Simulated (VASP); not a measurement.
Write the native input for VASP 6.6.1 that does the following.

```yaml
Task: relaxation of cell and atoms
Functional: PBE
Potentials_or_basis: VASP PAW PBE potentials, release 64 (Al, In_d, N)
Cutoff: 600 eV
k_mesh: 12 × 12 × 4
Occupations: gaussian, width 0.02 eV
Spin: no spin polarisation
Dipole_correction: no
Further_INCAR_settings: ALGO = Normal; EDIFF = 1e-06; IBRION = 2; EDIFFG = -0.01; NSW = 100; ISIF = 3
```

The structure of Al2InN3 lies in POSCAR:

```
Al2InN3
1.0
    2.9934415892      0.0000000000      0.0000000000
    0.0000000000      2.9934415892      0.0000000000
    0.0000000000      0.0000000000      8.4517620014
Al In N
2 1 3
Direct
    0.0000000000      0.0000000000      0.9083884326
    0.5000000000      0.5000000000      0.6770447304
    0.5000000000      0.5000000000      0.1849558486
    0.0000000000      0.0000000000      0.6641712965
    0.0000000000      0.0000000000      0.1596283483
    0.5000000000      0.5000000000      0.9058113536
```

The cell was built from a structure type or drawn by symmetry, and may not be a known phase.

One way to write it, as run:

INCAR

```
ALGO     = Normal         # electronic algorithm
EDIFF    = 1E-6           # SCF threshold, eV
EDIFFG   = -0.01          # ionic threshold
ENCUT    = 600            # plane-wave cutoff, eV
GGA      = PE             # functional
IBRION   = 2              # ionic algorithm
ISIF     = 3              # what is computed and relaxed
ISMEAR   = 0              # smearing method
LASPH    = T              # aspherical terms in the spheres
LCHARG   = F              # write CHGCAR
LREAL    = F              # projectors in reciprocal space
LWAVE    = F              # write WAVECAR
NELM     = 100            # most SCF steps
NSW      = 100            # ionic steps
PREC     = Accurate       # precision mode
SIGMA    = 0.02           # smearing width, eV
```

KPOINTS

```
k-points
0
Gamma
  12 12 4
```

Potentials or basis: VASP PAW PBE potentials, release 64 (Al, In_d, N).

The run is started by

```console
$ cat potpaw_PBE.64/Al/POTCAR potpaw_PBE.64/In_d/POTCAR potpaw_PBE.64/N/POTCAR > POTCAR
$ mpirun -np 1 vasp_std > vasp.out
```

It gave:

The relaxed volume is 12.60 Å³/atom. The relaxed cell is a = 2.991 Å, b = 2.991 Å, c = 8.451 Å, α = 90.00°, β = 90.00°, γ = 90.00°. The space group after relaxing (to 0.1 Å) is P4mm (No. 99). The energy gained by relaxing is 0.0 meV/atom, the ionic steps are 8 and the pressure after relaxing is 0.0 GPa. The largest force after relaxing is 0.009 eV/Å and the band gap on the k mesh is 0.58 eV (least direct gap 1.33 eV).

Caveat: spin-orbit coupling is left out, which moves the levels of the heavy elements.

Run time: 6.4 min on 1 thread of Intel(R) Xeon(R) Platinum 8259CL CPU @ 2.50GHz (Skylake/Cascade Lake), on a shared host, peak memory 0.32 GiB.
